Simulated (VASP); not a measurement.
# Ca (Pm-3m) in VASP: single point with PBEsol+D3(BJ)

Aim: the single point of Ca with PBEsol+D3(BJ).

Program: VASP 6.6.1. These are calculated values, not measurements. Logs are shortened: lines on timing, memory, paths and dates and some standing lists are left out, and cuts for length are marked.

## 1. The cell of the first run

Symmetry: Pm-3m, No. 221, cubic system. Conventional cell: a = 5.310 Å, b = 5.310 Å, c = 5.310 Å, α = 90.00°, β = 90.00°, γ = 90.00°. Within 4.9 Å of Ca (site symmetry 4/mmm) lie 8 Ca at 3.75 Å.

This isn't the form of Ca at room conditions, which is fcc.

## 2. Single point, PBEsol+D3(BJ)

Input file INCAR:

```
SYSTEM = Ca
  PREC = Accurate
  ENCUT = 500
  EDIFF = 1E-6
  ISMEAR = -1
  SIGMA = 0.1
  LREAL = .FALSE.
  LASPH = .TRUE.
  NELM = 120
  ALGO = Normal
  ISIF = 2
  LWAVE = .FALSE.
  LCHARG = .FALSE.
  GGA = PS
  IVDW = 12
  NBANDS = 22
  GGA_COMPAT = .FALSE.
```

Input file KPOINTS:

```
regular mesh
0
G
  4 4 4
  0 0 0
```

Input file POSCAR:

```
Ca
1.0
    5.3100000000      0.0000000000      0.0000000000
    0.0000000000      5.3100000000      0.0000000000
    0.0000000000      0.0000000000      5.3100000000
Ca
3
Direct
    0.0000000000      0.5000000000      0.5000000000
    0.5000000000      0.0000000000      0.5000000000
    0.5000000000      0.5000000000      0.0000000000
```

Potentials or basis: VASP PAW PBE potentials, release 64 (Ca_sv).

The run is started by

```console
$ cat potpaw_PBE.64/Ca_sv/POTCAR > POTCAR
$ mpirun -np 1 vasp_std > vasp.out
```

OUTCAR:

```text
SYSTEM = Ca
   PREC = Accurate
   ENCUT = 500
   EDIFF = 1E-6
   ISMEAR = -1
   LREAL = .FALSE.
   LASPH = .TRUE.
   NELM = 120
   ISIF = 2
   GGA = PS
   IVDW = 12
 IVDW          = 12

 ion  position               nearest neighbor table
   1  0.000  0.500  0.500-
   2  0.500  0.000  0.500-
   3  0.500  0.500  0.000-

  LATTYP: Found a simple cubic cell.
 ALAT       =     5.3100000000

  Lattice vectors:

 A1 = (   5.3100000000,   0.0000000000,   0.0000000000)
 A2 = (   0.0000000000,   5.3100000000,   0.0000000000)
 A3 = (   0.0000000000,   0.0000000000,   5.3100000000)

Analysis of symmetry for initial positions (statically):
=====================================================================
 Subroutine PRICEL returns:
 Original cell was already a primitive cell.

 Routine SETGRP: Setting up the symmetry group for a
 simple cubic supercell.

 Subroutine GETGRP returns: Found 48 space group operations
 (whereof 48 operations were pure point group operations)
 out of a pool of 48 trial point group operations.

The static configuration has the point symmetry O_h .

Analysis of symmetry for dynamics (positions and initial velocities):
=====================================================================
 Subroutine PRICEL returns:
 Original cell was already a primitive cell.

 Routine SETGRP: Setting up the symmetry group for a
 simple cubic supercell.

 Subroutine GETGRP returns: Found 48 space group operations
 (whereof 48 operations were pure point group operations)
 out of a pool of 48 trial point group operations.

The dynamic configuration has the point symmetry O_h .

 Subroutine INISYM returns: Found 48 space group operations
 (whereof 48 operations are pure point group operations),
 and found     1 'primitive' translations

----------------------------------------------------------------------------------------

                                     Primitive cell

  volume of cell :     149.7213

  direct lattice vectors                    reciprocal lattice vectors
     5.310000000  0.000000000  0.000000000     0.188323917  0.000000000  0.000000000
     0.000000000  5.310000000  0.000000000     0.000000000  0.188323917  0.000000000
     0.000000000  0.000000000  5.310000000     0.000000000  0.000000000  0.188323917

  length of vectors
     5.310000000  5.310000000  5.310000000     0.188323917  0.188323917  0.188323917

  position of ions in fractional coordinates (direct lattice)
     0.000000000  0.500000000  0.500000000
     0.500000000  0.000000000  0.500000000
     0.500000000  0.500000000  0.000000000

  ion indices of the primitive-cell ions
   primitive index   ion index
                 1           1
                 2           2
                 3           3

----------------------------------------------------------------------------------------

 KPOINTS: regular mesh

Automatic generation of k-mesh.
 Grid dimensions read from file:
 generate k-points for:    4    4    4

 Generating k-lattice:

  Cartesian coordinates                     Fractional coordinates (reciprocal lattice)
     0.047080979  0.000000000  0.000000000     0.250000000  0.000000000  0.000000000
     0.000000000  0.047080979  0.000000000     0.000000000  0.250000000  0.000000000
     0.000000000  0.000000000  0.047080979     0.000000000  0.000000000  0.250000000

  Length of vectors
     0.047080979  0.047080979  0.047080979

  Shift w.r.t. Gamma in fractional coordinates (k-lattice)
     0.000000000  0.000000000  0.000000000

 Subroutine IBZKPT returns following result:
 ===========================================

 Found     10 irreducible k-points:

 Following reciprocal coordinates:
            Coordinates               Weight
  0.000000  0.000000  0.000000      1.000000
  0.250000  0.000000  0.000000      6.000000
  0.500000  0.000000  0.000000      3.000000
  0.250000  0.250000  0.000000     12.000000
  0.500000  0.250000  0.000000     12.000000
  0.500000  0.500000  0.000000      3.000000
  0.250000  0.250000  0.250000      8.000000
  0.500000  0.250000  0.250000     12.000000
  0.500000  0.500000  0.250000      6.000000
  0.500000  0.500000  0.500000      1.000000
   k-points           NKPTS =     10   k-points in BZ     NKDIM =     10   number of bands    NBANDS=     22
   number of dos      NEDOS =    301   number of ions     NIONS =      3
   total plane-waves  NPLWV =  64000
   dimension x,y,z NGX =    40 NGY =   40 NGZ =   40
   dimension x,y,z NGXF=    80 NGYF=   80 NGZF=   80
   ions per type =               3
   NGX,Y,Z   is equivalent  to a cutoff of  12.52, 12.52, 12.52 a.u.
   NGXF,Y,Z  is equivalent  to a cutoff of  25.05, 25.05, 25.05 a.u.
 SYSTEM =  Ca
   PREC   = accura    normal or accurate (medium, high low for compatibility)
   ISTART =      0    job   : 0-new  1-cont  2-samecut
   ICHARG =      2    charge: 1-file 2-atom 10-const
   ISPIN  =      1    spin polarized calculation?
   LNONCOLLINEAR =      F non collinear calculations
   LSORBIT =      F    spin-orbit coupling
   LASPH  =      T    aspherical Exc in radial PAW
   ENCUT  =  500.0 eV  36.75 Ry    6.06 a.u.   9.68  9.68  9.68*2*pi/ulx,y,z
   NELM   =    120;   NELMIN=  2; NELMDL= -5     # of ELM steps
   EDIFF  = 0.1E-05   stopping-criterion for ELM
   LREAL  =      F    real-space projection
   EDIFFG = 0.1E-04   stopping-criterion for IOM
   NSW    =      0    number of steps for IOM
   IBRION =     -1    ionic relax: 0-MD 1-quasi-New 2-CG
   NFREE  =      0    steps in history (QN), initial steepest desc. (CG)
   ISIF   =      2    stress and relaxation
   ISYM   =      2    0-nonsym 1-usesym 2-fastsym
   POTIM  = 0.5000    time-step for ionic-motion
   TEBEG  =    0.0;   TEEND  =   0.0 temperature during run
   PSTRESS=    0.0 pullay stress
   NELECT =      30.0000    total number of electrons
   NUPDOWN=      -1.0000    fix difference up-down
   EMIN   =  10.00;   EMAX   =-10.00  energy-range for DOS
   EFERMI =   0.00;   METHOD = LEGACY
   ISMEAR =    -1;   SIGMA  =   0.10  broadening in eV -4-tet -1-fermi 0-gaus
   EFERMI_NEDOS =   21; number of points for ismear=-14 and -15
   IALGO  =     38    algorithm
   IMIX   =      4    mixing-type and parameters
     AMIX     =   0.40;   BMIX     =  1.00
     AMIX_MAG =   1.60;   BMIX_MAG =  1.00
  volume/ion in A,a.u.               =      49.91       336.79
  Fermi-wavevector in a.u.,A,eV,Ry     =   0.957975  1.810310 12.486279  0.917716
  Thomas-Fermi vector in A             =   2.087041
   LORBIT       =      0    0 simple, 1 ext, 2 COOP (PROOUT), +10 PAW based schemes
   GGA     = PS    functional components
   LHFCALC =     F    Hartree Fock is set to
   AEXX    =    0.0000 exact exchange contribution
   IVDW    =    12    specifies the selected vdW correction
   LEPSILON=     F    determine dielectric tensor
   LRPA    =     F    only Hartree local field effects (RPA)
 non-spin polarized calculation
  energy-cutoff  :      500.00
  volume of cell :      149.72
 maximum number of plane-waves:      3840
 NGX is ok and might be reduce to    40
   NGX = 19   NGY = 19   NGZ = 19

 number of electron      29.9999983 magnetization

 Free energy of the ion-electron system (eV)
  ---------------------------------------------------
  ext. energy  EPLUGINS =         0.00000000
  ---------------------------------------------------
  free energy    TOTEN  =        -5.25912791 eV

  energy without entropy =       -5.13043675  energy(sigma->0) =       -5.19478233

 E-fermi :   1.1663     XC(G=0):  -7.2178

 val. band max:        1.1048906184   @ k =   0.5000   0.2500   0.0000
 cond. band min:       1.1728753886   @ k =   0.2500   0.0000   0.0000
 fundamental gap:      0.0679847702
 Fermi energy:         1.1663271598

 k-point     1 :       0.0000    0.0000    0.0000
  band No.  band energies     occupation
      1     -40.9659      2.00000
      2     -40.9425      2.00000
      3     -40.9425      2.00000
      4     -22.0849      2.00000
      5     -22.0849      2.00000
      6     -22.0849      2.00000
[... 14 lines left out ...]
     21       2.8717      0.00000
     22       2.8717      0.00000

 k-point     2 :       0.2500    0.0000    0.0000
  band No.  band energies     occupation
      1     -40.9629      2.00000
      2     -40.9455      2.00000
      3     -40.9425      2.00000
      4     -22.0742      2.00000
      5     -22.0742      2.00000
      6     -22.0689      2.00000
[... 14 lines left out ...]
     21       2.6491      0.00000
     22       2.9742      0.00000

 k-point     3 :       0.5000    0.0000    0.0000
  band No.  band energies     occupation
      1     -40.9581      2.00000
      2     -40.9503      2.00000
      3     -40.9425      2.00000
      4     -22.0592      2.00000
      5     -22.0592      2.00000
      6     -22.0451      2.00000
[... 14 lines left out ...]
     21       2.4097      0.00001
     22       3.3852      0.00000

 k-point     4 :       0.2500    0.2500    0.0000
  band No.  band energies     occupation
      1     -40.9603      2.00000
      2     -40.9464      2.00000
      3     -40.9442      2.00000
      4     -22.0807      2.00000
      5     -22.0634      2.00000
      6     -22.0500      2.00000
[... 14 lines left out ...]
     21       2.6508      0.00000
     22       3.0333      0.00000

 k-point     5 :       0.5000    0.2500    0.0000
  band No.  band energies     occupation
      1     -40.9558      2.00000
      2     -40.9503      2.00000
      3     -40.9448      2.00000
      4     -22.0755      2.00000
      5     -22.0537      2.00000
      6     -22.0476      2.00000
[... 14 lines left out ...]
     21       2.6499      0.00000
     22       3.2507      0.00000

 k-point     6 :       0.5000    0.5000    0.0000
  band No.  band energies     occupation
      1     -40.9503      2.00000
      2     -40.9503      2.00000
      3     -40.9503      2.00000
      4     -22.0922      2.00000
      5     -22.0361      2.00000
      6     -22.0337      2.00000
[... 14 lines left out ...]
     21       2.8269      0.00000
     22       2.8269      0.00000

 k-point     7 :       0.2500    0.2500    0.2500
  band No.  band energies     occupation
      1     -40.9581      2.00000
      2     -40.9464      2.00000
      3     -40.9464      2.00000
      4     -22.0891      2.00000
      5     -22.0634      2.00000
      6     -22.0634      2.00000
[... 14 lines left out ...]
     21       2.8046      0.00000
     22       2.8046      0.00000

 k-point     8 :       0.5000    0.2500    0.2500
  band No.  band energies     occupation
      1     -40.9542      2.00000
      2     -40.9503      2.00000
      3     -40.9464      2.00000
      4     -22.0776      2.00000
      5     -22.0776      2.00000
      6     -22.0718      2.00000
[... 14 lines left out ...]
     21       2.9157      0.00000
     22       2.9251      0.00000

 k-point     9 :       0.5000    0.5000    0.2500
  band No.  band energies     occupation
      1     -40.9502      2.00000
      2     -40.9502      2.00000
      3     -40.9502      2.00000
      4     -22.0921      2.00000
      5     -22.0745      2.00000
      6     -22.0745      2.00000
[... 14 lines left out ...]
     21       3.0976      0.00000
     22       3.0976      0.00000

 k-point    10 :       0.5000    0.5000    0.5000
  band No.  band energies     occupation
      1     -40.9502      2.00000
      2     -40.9502      2.00000
      3     -40.9502      2.00000
      4     -22.0958      2.00000
      5     -22.0920      2.00000
      6     -22.0920      2.00000
[... 14 lines left out ...]
     21       3.2021      0.00000
     22       3.2021      0.00000

------------------------ aborting loop because EDIFF is reached ----------------------------------------

 Edisp (eV)   -0.60369

 E8    (eV) :    -0.4368

  FORCE on cell =-STRESS in cart. coord.  units (eV):
  Direction    XX          YY          ZZ          XY          YZ          ZX
  --------------------------------------------------------------------------------------
  -------------------------------------------------------------------------------------
  Total      -0.86192    -0.86192    -0.86192    -0.00000     0.00000    -0.00000
  in kB      -9.22350    -9.22350    -9.22350    -0.00000     0.00000    -0.00000
  external pressure =       -9.22 kB  Pullay stress =        0.00 kB

 VOLUME and BASIS-vectors are now :
 -----------------------------------------------------------------------------
  energy-cutoff  :      500.00
  volume of cell :      149.72
      direct lattice vectors                 reciprocal lattice vectors
     5.310000000  0.000000000  0.000000000     0.188323917  0.000000000  0.000000000
     0.000000000  5.310000000  0.000000000     0.000000000  0.188323917  0.000000000
     0.000000000  0.000000000  5.310000000     0.000000000  0.000000000  0.188323917

 POSITION                                       TOTAL-FORCE (eV/Angst)
 -----------------------------------------------------------------------------------
      0.00000      2.65500      2.65500         0.000000      0.000000      0.000000
      2.65500      0.00000      2.65500         0.000000      0.000000      0.000000
      2.65500      2.65500      0.00000         0.000000      0.000000      0.000000
 -----------------------------------------------------------------------------------
    total drift:                               -0.000000     -0.000000     -0.000000

  FREE ENERGIE OF THE ION-ELECTRON SYSTEM (eV)
  ---------------------------------------------------
  free  energy   TOTEN  =        -5.8628191345 eV

  energy  without entropy=       -5.7341279748  energy(sigma->0) =       -5.79847355
```

Run time: 39 s. Hardware: 1 thread of Intel Xeon 8259CL, shared host; peak memory 0.24 GiB.

Results:

```
Free energy                : -5.8628 eV
Pressure                   : -0.9 GPa
Band gap on the k mesh     : zero (bands 15 and 16 overlap by 0.68 eV)
Dispersion energy per atom : -0.201 eV
```

Caveat: three body term missing; the PAW data sets were made with another functional, which shifts forces and pressure a little.
